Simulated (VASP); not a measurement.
Here is a VASP 6.6.1 calculation.

Contents of INCAR:

```
PREC = Accurate ; ENCUT = 520
EDIFF = 1E-6 ; ISMEAR = -1
SIGMA = 0.05 ; LREAL = F
LASPH = T ; NELM = 100
ALGO = Normal ; ISIF = 2
LWAVE = F ; LCHARG = T
LELF = T ; LVHAR = T
NBANDS = 24
```

Contents of KPOINTS:

```
regular mesh
0
Gamma
  17 17 6
```

POSCAR

```
Cu
1.0
    0.0000000000      1.7588396277     -1.7588396277
   -1.7588396277      0.0000000000      1.7588396277
    3.5176792554      3.5176792554      3.5176792554
Cu
3
Direct
    0.0000000000      0.0000000000      0.0000000000
    0.3333333330      0.6666666670      0.3333333330
    0.6666666670      0.3333333330      0.6666666670
```

Potentials or basis: VASP PAW LDA potentials, release 64 (Cu).

Launch:

```bash
$ cat potpaw_LDA.64/Cu/POTCAR > POTCAR
$ mpirun -np 1 vasp_std > vasp.out
```

Task: What does it give for the pressure?

Result: 1.0 GPa.
